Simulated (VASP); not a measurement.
# Sn3PbSe4 (Pmmm) in VASP: single point with PBE

Aim: the single point of Sn3PbSe4 with PBE.

Everything below comes from runs of VASP 6.6.1. Logs are shortened: lines on timing, memory, paths and dates and some standing lists are left out, and cuts for length are marked.

### 1 The cell of the first run

It takes space group Pmmm (No. 47, orthorhombic). Conventional cell: a = 4.356 Å, b = 6.162 Å, c = 8.715 Å, α = 90.00°, β = 90.00°, γ = 90.00°. Sn (site symmetry mm2) has 6 Se at 3.07 to 3.09 Å within 4.0 Å. Sn (site symmetry mmm) has 6 Se at 3.04 to 3.08 Å within 4.0 Å. Within 4.1 Å of Pb (site symmetry mmm) lie 6 Se at 3.08 to 3.12 Å. Within 4.0 Å of Se (site symmetry mm2) lie 4 Sn at 3.04 to 3.08 Å and 2 Pb at 3.12 Å. Se (site symmetry mmm) has 2 Pb at 3.08 Å and 4 Sn at 3.09 Å within 4.1 Å. Se (site symmetry mmm) has 6 Sn at 3.07 to 3.08 Å within 4.0 Å.

### 2 Single point, PBE (volume scaled by 1.03, then relaxed in part)

Contents of INCAR:

```
SYSTEM = Sn3PbSe4
ALGO     = Normal         ! electronic algorithm
EDIFF    = 1E-6           ! SCF threshold, eV
ENCUT    = 520            ! plane-wave cutoff, eV
GGA      = PE             ! functional
ISIF     = 2              ! what is computed and relaxed
ISMEAR   = 0              ! smearing method
LASPH    = .True.         ! aspherical terms in the spheres
LCHARG   = .False.        ! write CHGCAR
LREAL    = .False.        ! projectors in reciprocal space
LWAVE    = .False.        ! write WAVECAR
NBANDS   = 50             ! bands
NELM     = 100            ! most SCF steps
PREC     = Accurate       ! precision mode
SIGMA    = 0.01           ! smearing width, eV
```

Contents of KPOINTS:

```
k-points
0
Gamma
  8 6 4
  0 0 0
```

Contents of POSCAR:

```
Sn3PbSe4
1.0
    4.3556158664      0.0000000000      0.0000000000
    0.0000000000      6.1623510977      0.0000000000
    0.0000000000      0.0000000000      8.7151602502
Sn Pb Se
3 1 4
Direct
    0.0000000000      0.0000000000      0.7488990000
    0.0000000000      0.0000000000      0.2511010000
    0.5000000000      0.5000000000      0.5000000000
    0.5000000000      0.5000000000      0.0000000000
    0.0000000000      0.5000000000      0.7438030000
    0.5000000000      0.0000000000      0.0000000000
    0.0000000000      0.5000000000      0.2561970000
    0.5000000000      0.0000000000      0.5000000000
```

Potentials or basis: VASP PAW PBE potentials, release 64 (Sn_d, Pb_d, Se).

Launch:

```console
$ cat potpaw_PBE.64/Sn_d/POTCAR potpaw_PBE.64/Pb_d/POTCAR potpaw_PBE.64/Se/POTCAR > POTCAR
$ mpirun -np 1 vasp_std > vasp.out
```

OUTCAR:

```text
SYSTEM = Sn3PbSe4
   EDIFF = 1E-6
   ENCUT = 520
   GGA = PE
   ISIF = 2
   ISMEAR = 0
   LASPH = .True.
   LREAL = .False.
   NELM = 100
   PREC = Accurate

 ion  position               nearest neighbor table
   1  0.000  0.000  0.749-   8 3.07   8 3.07   5 3.08   5 3.08   6 3.09   6 3.09
   2  0.000  0.000  0.251-   8 3.07   8 3.07   7 3.08   7 3.08   6 3.09   6 3.09
   3  0.500  0.500  0.500-   5 3.04   7 3.04   5 3.04   7 3.04   8 3.08   8 3.08
   4  0.500  0.500  0.000-   6 3.08   6 3.08   7 3.12   5 3.12   5 3.12   7 3.12
   5  0.000  0.500  0.744-   3 3.04   3 3.04   1 3.08   1 3.08   4 3.12   4 3.12
   6  0.500  0.000  0.000-   4 3.08   4 3.08   1 3.09   2 3.09   1 3.09   2 3.09
   7  0.000  0.500  0.256-   3 3.04   3 3.04   2 3.08   2 3.08   4 3.12   4 3.12
   8  0.500  0.000  0.500-   1 3.07   2 3.07   1 3.07   2 3.07   3 3.08   3 3.08

  LATTYP: Found a simple orthorhombic cell.
 ALAT       =     4.3556158664
 B/A-ratio  =     1.4148059165
 C/A-ratio  =     2.0009019430

  Lattice vectors:

 A1 = (   4.3556158664,   0.0000000000,   0.0000000000)
 A2 = (   0.0000000000,   6.1623510977,   0.0000000000)
 A3 = (   0.0000000000,   0.0000000000,   8.7151602502)

Analysis of symmetry for initial positions (statically):
=====================================================================
 Subroutine PRICEL returns:
 Original cell was already a primitive cell.

 Routine SETGRP: Setting up the symmetry group for a
 simple orthorhombic supercell.

 Subroutine GETGRP returns: Found  8 space group operations
 (whereof  8 operations were pure point group operations)
 out of a pool of  8 trial point group operations.

The static configuration has the point symmetry D_2h.

Analysis of symmetry for dynamics (positions and initial velocities):
=====================================================================
 Subroutine PRICEL returns:
 Original cell was already a primitive cell.

 Routine SETGRP: Setting up the symmetry group for a
 simple orthorhombic supercell.

 Subroutine GETGRP returns: Found  8 space group operations
 (whereof  8 operations were pure point group operations)
 out of a pool of  8 trial point group operations.

The dynamic configuration has the point symmetry D_2h.

 Subroutine INISYM returns: Found  8 space group operations
 (whereof  8 operations are pure point group operations),
 and found     1 'primitive' translations

----------------------------------------------------------------------------------------

                                     Primitive cell

  volume of cell :     233.9222

  direct lattice vectors                    reciprocal lattice vectors
     4.355615866  0.000000000  0.000000000     0.229588658  0.000000000  0.000000000
[... 103 lines left out ...]
   NFREE  =      0    steps in history (QN), initial steepest desc. (CG)
   ISIF   =      2    stress and relaxation
   ISYM   =      2    0-nonsym 1-usesym 2-fastsym
   POTIM  = 0.5000    time-step for ionic-motion
   TEBEG  =    0.0;   TEEND  =   0.0 temperature during run
   PSTRESS=    0.0 pullay stress
   NELECT =      80.0000    total number of electrons
   NUPDOWN=      -1.0000    fix difference up-down
   EMIN   =  10.00;   EMAX   =-10.00  energy-range for DOS
   EFERMI =   0.00;   METHOD = LEGACY
   ISMEAR =     0;   SIGMA  =   0.01  broadening in eV -4-tet -1-fermi 0-gaus
   EFERMI_NEDOS =   21; number of points for ismear=-14 and -15
   IALGO  =     38    algorithm
   IMIX   =      4    mixing-type and parameters
     AMIX     =   0.40;   BMIX     =  1.00
     AMIX_MAG =   1.60;   BMIX_MAG =  1.00
  volume/ion in A,a.u.               =      29.24       197.32
  Fermi-wavevector in a.u.,A,eV,Ry     =   1.144848  2.163448 17.832832  1.310676
  Thomas-Fermi vector in A             =   2.281538
   LORBIT       =      0    0 simple, 1 ext, 2 COOP (PROOUT), +10 PAW based schemes
   GGA     = PE    functional components
   LHFCALC =     F    Hartree Fock is set to
   AEXX    =    0.0000 exact exchange contribution
   IVDW    =     0    specifies the selected vdW correction
   LEPSILON=     F    determine dielectric tensor
   LRPA    =     F    only Hartree local field effects (RPA)
 non-spin polarized calculation
 Gauss-broadening in eV      SIGMA  =   0.01
  energy-cutoff  :      520.00
  volume of cell :      233.92
 maximum number of plane-waves:      6354
   NGX = 17   NGY = 23   NGZ = 33

 number of electron      80.0000005 magnetization

 Free energy of the ion-electron system (eV)
  ---------------------------------------------------
  ext. energy  EPLUGINS =         0.00000000
  ---------------------------------------------------
  free energy    TOTEN  =       -32.79366118 eV

  energy without entropy =      -32.79358159  energy(sigma->0) =      -32.79362139

 E-fermi :   4.9678     XC(G=0):  -9.3228

 val. band max:        4.9658140126   @ k =   0.0000   0.5000   0.0000
 cond. band min:       5.0083962317   @ k =   0.5000   0.5000   0.0000
 fundamental gap:      0.0425822191
 Fermi energy:         4.9677669145

 k-point     1 :       0.0000    0.0000    0.0000
  band No.  band energies     occupation
      1     -16.7503      2.00000
      2     -16.7468      2.00000
      3     -16.7461      2.00000
      4     -16.7415      2.00000
      5     -16.7408      2.00000
      6     -16.7386      2.00000
[... 1261 lines left out ...]
     49       9.1586      0.00000
     50       9.3866      0.00000

 [... further k-points ...]
[... 5 lines left out ...]
  --------------------------------------------------------------------------------------
  -------------------------------------------------------------------------------------
  Total       -1.9715507     -1.9326271     -1.9812837      0.0000000      0.0000000      0.0000000
  in kB      -13.5035247    -13.2369295    -13.5701882      0.0000000      0.0000000      0.0000000
  external PRESSURE =     -13.4368808 kB  Pullay stress =       0.0000000 kB

 VOLUME and BASIS-vectors are now :
 -----------------------------------------------------------------------------
  energy-cutoff  :      520.00
  volume of cell :      233.92
      direct lattice vectors                 reciprocal lattice vectors
     4.355615866  0.000000000  0.000000000     0.229588658  0.000000000  0.000000000
     0.000000000  6.162351098  0.000000000     0.000000000  0.162275726  0.000000000
     0.000000000  0.000000000  8.715160250     0.000000000  0.000000000  0.114742583

 POSITION                                       TOTAL-FORCE (eV/Angst)
 -----------------------------------------------------------------------------------
      0.00000      0.00000      6.52677        -0.000000      0.000000     -0.004851
      0.00000      0.00000      2.18839        -0.000000      0.000000      0.004851
      2.17781      3.08118      4.35758        -0.000000      0.000000     -0.000000
      2.17781      3.08118      0.00000        -0.000000      0.000000     -0.000000
      0.00000      3.08118      6.48236        -0.000000      0.000000      0.005794
      2.17781      0.00000      0.00000        -0.000000      0.000000     -0.000000
      0.00000      3.08118      2.23280         0.000000      0.000000     -0.005794
      2.17781      0.00000      4.35758        -0.000000      0.000000     -0.000000
 -----------------------------------------------------------------------------------
    total drift:                                0.000000     -0.000000     -0.000000

  FREE ENERGIE OF THE ION-ELECTRON SYSTEM (eV)
  ---------------------------------------------------
  free  energy   TOTEN  =       -32.7936611838 eV

  energy  without entropy=      -32.7935815922  energy(sigma->0) =      -32.79362139
```

OSZICAR:

```text
N       E                     dE             d eps       ncg     rms          rms(c)
DAV:   1     0.887976871344E+03    0.88798E+03   -0.36166E+04  6314   0.193E+03
DAV:   2     0.124075694449E+03   -0.76390E+03   -0.74046E+03  6000   0.556E+02
DAV:   3    -0.222282227823E+02   -0.14630E+03   -0.13896E+03  7268   0.212E+02
DAV:   4    -0.333213733399E+02   -0.11093E+02   -0.10821E+02  7170   0.578E+01
DAV:   5    -0.337736876592E+02   -0.45231E+00   -0.45053E+00  7868   0.126E+01    0.566E+00
DAV:   6    -0.327759397892E+02    0.99775E+00   -0.19734E+00  7970   0.655E+00    0.327E+00
DAV:   7    -0.327864994956E+02   -0.10560E-01   -0.60281E-01  8554   0.260E+00    0.161E+00
DAV:   8    -0.327940759463E+02   -0.75765E-02   -0.56698E-02  8040   0.155E+00    0.288E-01
DAV:   9    -0.327930591457E+02    0.10168E-02   -0.87582E-03  7912   0.539E-01    0.107E-01
DAV:  10    -0.327935563391E+02   -0.49719E-03   -0.13689E-03  7976   0.145E-01    0.462E-02
DAV:  11    -0.327936575563E+02   -0.10122E-03   -0.14559E-04  7352   0.636E-02    0.100E-02
DAV:  12    -0.327936605633E+02   -0.30070E-05   -0.13454E-05  7800   0.263E-02    0.375E-03
DAV:  13    -0.327936611838E+02   -0.62050E-06   -0.24209E-06  5698   0.979E-03
   1 F= -.32793661E+02 E0= -.32793621E+02  d E =-.795916E-04
```

Run time: 9.3 min. Hardware: 1 thread of Intel Xeon Platinum 8259CL at 2.50GHz (Skylake/Cascade Lake), shared host; peak memory 0.74 GiB.

What came out:

```
Free energy            : -32.7937 eV
Pressure               : -1.3 GPa
Largest force          : 0.006 eV/Å
Band gap on the k mesh : zero (filled and empty bands touch)
```

Forces on the atoms (eV/Å):
```
Sn   0.000  0.000 -0.005
Sn   0.000  0.000  0.005
Sn   0.000  0.000  0.000
Pb   0.000  0.000  0.000
Se   0.000  0.000  0.006
Se   0.000  0.000  0.000
Se   0.000  0.000 -0.006
Se   0.000  0.000  0.000
```

Caveat: spin-orbit coupling is left out, which moves the levels of the heavy elements.
